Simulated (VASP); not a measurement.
The system is CsAg2.

```
Cs Ag
1.0
     5.75929    0.00000    0.00000
     0.00000    5.75929    0.00000
     0.00000    0.00000    5.75929
Cs Ag
2 4
Direct
  0.00000 0.00000 0.00000
  0.50000 0.50000 0.50000
  0.25000 0.25000 0.25000
  0.25000 0.75000 0.75000
  0.75000 0.75000 0.25000
  0.75000 0.25000 0.75000
```

```yaml
Program: VASP 6.6.1
Task: relaxation of cell and atoms
Functional: PBE
Potentials_or_basis: VASP PAW PBE potentials, release 64 (Cs_sv, Ag)
Cutoff: 600 eV
k_mesh: 4 × 4 × 4
Occupations: gaussian, width 0.1 eV
Spin: no spin polarisation
```

At the start: pressure 20.3 GPa; volume 31.84 Å³/atom.

Q: Where does the relaxation end?

A: Over 5 steps the energy falls by 1382.4 meV/atom and the volume is 86.84 Å³/atom (+172.7 %); space group Pn-3m (No. 224, to 0.05 Å).

Step by step:
```
step  energy change (eV)  largest force (eV/Å)  pressure (GPa)  volume (Å³)
   1              0.0000                0.0000           20.30       191.03
   2             -7.1660                0.0000            2.87       325.65
   3             -7.8409                0.0000            1.36       378.76
   4             -8.2830                0.0000            0.13       501.70
   5             -8.2944                0.0000            0.07       521.04
```

Final structure:
```xyz
6
Lattice="8.0468 0.0000 0.0000 0.0000 8.0468 0.0000 0.0000 0.0000 8.0468" Properties=species:S:1:pos:R:3 pbc="T T T"
Cs    0.0000    0.0000    0.0000
Cs    4.0234    4.0234    4.0234
Ag    2.0117    2.0117    2.0117
Ag    2.0117    6.0351    6.0351
Ag    6.0351    6.0351    2.0117
Ag    6.0351    2.0117    6.0351
```

Caveat: the volume moved by over 15 % at a fixed basis, so the end points are rough.
